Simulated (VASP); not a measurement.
# Ir: single point with PBE

Crystal: Ir.

```
Ir
1.0
     0.00000    1.84968    2.05037
     1.84968    0.00000    2.05037
     1.84968    1.84968    0.00000
Ir
1
Direct
  0.00000 0.00000 0.00000
```

| Quantity | Value |
| --- | --- |
| Program | VASP 6.6.1 |
| Task | single point |
| Functional | PBE |
| Potentials or basis | VASP PAW PBE potentials, release 64 (Ir) |
| Cutoff | 520 eV |
| k mesh | 22 × 22 × 22 |
| Occupations | gaussian, width 0.15 eV |
| Spin | no spin polarisation |

| Quantity | Value |
| --- | --- |
| Pressure | 15.9 GPa |
| Band gap on the k mesh | zero (an odd number of electrons rules out a gap without spin polarisation) |

Stress tensor (GPa, compression positive):
```
 29.36   0.00   0.00
  0.00  29.36   0.00
  0.00   0.00 -10.94
```

Levels at points of the mesh, in eV from the Fermi level:
| k point | band 1 | band 2 | band 3 | band 4 | band 5 | band 6 | band 7 | band 8 | band 9 |
| --- | --- | --- | --- | --- | --- | --- | --- | --- | --- |
| (0.00, 0.00, 0.00) | -11.17 | -4.79 | -3.33 | -3.33 | -2.19 | -0.28 | 14.53 | 17.98 | 21.10 |
| (0.50, 0.00, 0.00) | -8.13 | -4.67 | -3.27 | -0.71 | 0.63 | 1.24 | 7.52 | 13.65 | 19.41 |
| (0.50, 0.50, 0.00) | -8.07 | -7.36 | 0.38 | 1.10 | 1.44 | 1.44 | 8.83 | 13.10 | 13.10 |
| (0.50, 0.00, 0.50) | -7.94 | -7.33 | 0.70 | 0.78 | 2.31 | 2.51 | 10.71 | 11.72 | 11.83 |

It took 52 s on 1 thread of AMD EPYC 9R45 96-Core Processor (Zen 5), on a shared host, peak memory 0.22 GiB.

Caveat: the stress differs along the axes, from -11 to 29 GPa; spin-orbit coupling is left out, which moves the levels of the heavy elements.
